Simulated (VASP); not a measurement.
## Pd: single point with LDA

The system is Pd.

```
Pd
1.0
    -1.57228    1.57228    1.44650
     1.57228   -1.57228    1.44650
     1.57228    1.57228   -1.44650
Pd
1
Cartesian
  0.0000 0.0000 0.0000
```

This cell differs from its parent crystal: strain +0.000 along x and y, -0.080 along z.

```json
{"Program": "VASP 6.6.1", "Task": "single point", "Functional": "LDA", "Potentials or basis": "VASP PAW LDA potentials, release 64 (Pd)", "Cutoff": "520 eV", "k mesh": "22 × 22 × 22", "Occupations": "gaussian, width 0.15 eV", "Spin": "no spin polarisation", "Dipole correction": "no", "Further INCAR settings": "ALGO = Normal; EDIFF = 1e-06; NBANDS = 11"}
```

```yaml
Pressure: -0.4 GPa
Band_gap_on_the_k_mesh: zero (band 5 reaches 10.77 eV, above the bottom of band 6 at 9.01 eV)
```

Stress tensor (GPa, compression positive):
```
 0.07  0.00  0.00
 0.00  0.07  0.00
 0.00  0.00 -1.43
```

Levels at points of the mesh, in eV from the Fermi level:
```
           k point  band 2  band 3  band 4  band 5  band 6  band 7  band 8  band 9
(0.00, 0.00, 0.00)   -3.54   -2.88   -2.88   -1.46   -0.67   18.84   18.84   20.63
(0.50, 0.00, 0.00)   -4.62   -1.09   -0.37    0.65    1.52    8.53   14.84   17.32
(0.50, 0.50, 0.00)   -3.91   -1.62   -0.95    0.57    0.89    7.58   15.91   19.52
(0.50, 0.50, 0.50)   -5.52    0.19    0.19    0.37    8.38    8.38   11.10   17.26
```

Run time: 57 s on 1 thread of Intel Xeon 6975P-C (shared host), peak memory 0.24 GiB.

Caveat: the cell differs from its parent crystal (strain +0.000 along x and y, -0.080 along z).
